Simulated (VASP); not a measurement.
Set up this calculation in VASP 6.6.1, as the native input.

```yaml
Task: single point
Functional: r2SCAN
Potentials_or_basis: VASP PAW PBE potentials, release 64 (Al, Ga_d, N)
Cutoff: 520 eV
k_mesh: 6 × 6 × 6
Occupations: gaussian, width 0.05 eV
Spin: no spin polarisation
Dipole_correction: no
Further_INCAR_settings: ALGO = Normal; EDIFF = 1e-06; NBANDS = 31
```

Crystal: Al3GaN4.

```
Al Ga N
1.0
     4.40124    0.00000    0.00000
     0.00000    4.40124    0.00000
     0.00000    0.00000    4.57729
Al Ga N
3 1 4
Direct
  0.50000 0.50000 0.00000
  0.50000 0.00000 0.50000
  0.00000 0.50000 0.50000
  0.00000 0.00000 0.00000
  0.74446 0.74446 0.25554
  0.74446 0.25554 0.74446
  0.25554 0.74446 0.74446
  0.25554 0.25554 0.25554
```

This cell differs from its parent crystal: strain +0.000 along x and y, +0.040 along z.

The input as run:

POSCAR

```
Al3GaN4
1.0
    4.4012372926      0.0000000000      0.0000000000
    0.0000000000      4.4012372926      0.0000000000
    0.0000000000      0.0000000000      4.5772867843
Al Ga N
3 1 4
Direct
    0.5000000000      0.5000000000      0.0000000000
    0.5000000000      0.0000000000      0.5000000000
    0.0000000000      0.5000000000      0.5000000000
    0.0000000000      0.0000000000      0.0000000000
    0.7444581602      0.7444581602      0.2555418398
    0.7444581602      0.2555418398      0.7444581602
    0.2555418398      0.7444581602      0.7444581602
    0.2555418398      0.2555418398      0.2555418398
```

INCAR.step1

```
PREC = Accurate
ENCUT = 520
ISMEAR = 0
SIGMA = 0.05
LREAL = F
LASPH = T
NELM = 60
NBANDS = 31
GGA = PE
ALGO = Normal
EDIFF = 1E-4
LWAVE = T
LCHARG = F
```

INCAR.step2

```
PREC = Accurate
ENCUT = 520
EDIFF = 1E-6
ISMEAR = 0
SIGMA = 0.05
LREAL = F
LASPH = T
NELM = 60
ALGO = Normal
ISIF = 2
LWAVE = F
LCHARG = F
METAGGA = R2SCAN
LMIXTAU = T
NBANDS = 31
ISTART = 1
```

KPOINTS

```
Automatic mesh
0
Gamma
  6 6 6
```

Potentials or basis: VASP PAW PBE potentials, release 64 (Al, Ga_d, N).

Run with:

```bash
$ cat potpaw_PBE.64/Al/POTCAR potpaw_PBE.64/Ga_d/POTCAR potpaw_PBE.64/N/POTCAR > POTCAR
$ cp INCAR.step1 INCAR
$ mpirun -np 1 vasp_std > vasp.out
$ cp INCAR.step2 INCAR
$ mpirun -np 1 vasp_std > vasp.out
```

Results of the run:

| Item | Value |
| --- | --- |
| Pressure | -7.7 GPa |
| Largest force | 0.075 eV/Å |
| Band gap on the k mesh | 3.69 eV (least direct gap 3.70 eV) |

Caveat: the cell differs from its parent crystal (strain +0.000 along x and y, +0.040 along z); the stress differs along the axes, from -12 to -6 GPa; the PAW data sets were made with another functional, which shifts forces and pressure a little.

Wall time 8.1 min on 1 thread of Intel Xeon 8259CL, with other jobs on the host, peak memory 0.28 GiB.
